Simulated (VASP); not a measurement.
A run of VASP 6.6.1 is set up as follows.

INCAR

```
PREC     = Accurate       # precision mode
ENCUT    = 600            # plane-wave cutoff, eV
EDIFF    = 1E-6           # SCF threshold, eV
ISMEAR   = 1              # smearing method
SIGMA    = 0.2            # smearing width, eV
LREAL    = False          # projectors in reciprocal space
LASPH    = True           # aspherical terms in the spheres
NELM     = 120            # most SCF steps
ALGO     = Normal         # electronic algorithm
ISIF     = 2              # what is computed and relaxed
LWAVE    = False          # write WAVECAR
LCHARG   = True           # write CHGCAR
GGA      = PS             # functional
LELF     = True           # ELF
LVHAR    = True         
NBANDS   = 11             # bands
GGA_COMPAT= False
```

The input KPOINTS:

```
Automatic mesh
0
Gamma
  8 8 8
```

File POSCAR:

```
AlN
1.0
    0.0000000000      2.1848764208      2.1848764208
    2.1848764208      0.0000000000      2.1848764208
    2.1848764208      2.1848764208      0.0000000000
Al N
1 1
Direct
    0.0000000000      0.0000000000      0.0000000000
    0.2500000000      0.2500000000      0.2500000000
```

Potentials or basis: VASP PAW PBE potentials, release 64 (Al, N).

Launch:

```bash
$ cat potpaw_PBE.64/Al/POTCAR potpaw_PBE.64/N/POTCAR > POTCAR
$ mpirun -np 1 vasp_std > vasp.out
```

Predict the band gap on the k mesh.

3.19 eV, indirect (least direct gap 4.12 eV).

What does it give for the pressure?

0.9 GPa.

Caveat: the PAW data sets were made with another functional, which shifts forces and pressure a little. Expect the measured gap to be larger: semilocal functionals such as PBEsol lack the derivative discontinuity.
